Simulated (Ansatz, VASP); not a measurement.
**Two plane-wave programs on F**

```
CELL_PARAMETERS angstrom
2.45909 -1.63047 0.10274
2.45909 1.63047 0.10274
-0.29490 0.00000 6.47677
ATOMIC_POSITIONS crystal
F 0.59627 0.90355 0.59659
F 0.09645 0.40373 0.90341
F 0.40373 0.09645 0.40341
F 0.90355 0.59627 0.09659
```

Alike in both runs: task single point; functional r2SCAN; k mesh 10 × 10 × 4; no spin polarisation.

|  | VASP | Ansatz |
| --- | --- | --- |
| version | VASP 6.6.1 | Ansatz 0.2.0 |
| potentials or method | VASP PAW PBE potentials, release 64 (F) | plane waves, PAW |
| plane-wave cutoff (eV) | 520 | 500 |
| occupations | gaussian, width 0.01 eV | fixed |
| valence electrons in the cell | 28 | 28 |

```tsv
	VASP	Ansatz	Ansatz less VASP
gap on the k mesh at the Fermi level (eV)	3.75	3.84	+0.088
pressure (GPa)	1.6	0.7	-0.89
traceless stress, the component that is largest in VASP (GPa)	2.15	-0.13	-2.287
rms of the force components (eV/Å)	0.314	0.020	-0.2947
```

VASP's potentials were made for PBE, not for r2SCAN. Atom by atom the forces differ by 0.334 eV/Å (rms over components).
